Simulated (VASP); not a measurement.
Runs of VASP 6.6.1 on SrO. The structure is that of space group F-43m (No. 216), or close to it. The cells are those of the table. 

| level | cell | smearing | gap on the mesh (eV) | pressure (GPa) |
| --- | --- | --- | --- | --- |
| r2SCAN | a = 3.953, b = 3.953, c = 3.935 Å, angles 60.1, 60.1, 59.7°, 2 atoms | gaussian 0.01 eV | 2.90 | 0.5 |
| r2SCAN | a = 3.942, b = 3.942, c = 3.935 Å, angles 60.1, 60.1, 59.9°, 2 atoms | gaussian 0.01 eV | 2.92 | (c) |
| PBE | a = 3.953, b = 3.953, c = 3.935 Å, angles 60.1, 60.1, 59.7°, 2 atoms | fermi-dirac 0.02 eV | (b) | (a) |
| PBE | a = 3.942, b = 3.942, c = 3.935 Å, angles 60.1, 60.1, 59.9°, 2 atoms | fermi-dirac 0.02 eV | 2.54 | 1.9 |

Alike in all rows: task single point; potentials or basis VASP PAW PBE potentials, release 64 (Sr_sv, O); no spin polarisation; k mesh 8 × 8 × 8; cutoff (eV) 520.

Problem. Estimate the missing entries.

Solution. (a) 1.5; (b) 2.52; (c) 0.9.

Caveats: the PAW data sets were made with another functional, which shifts forces and pressure a little (some runs).

A k mesh can miss the band edges, and the runs leave out spin-orbit coupling on Sr.
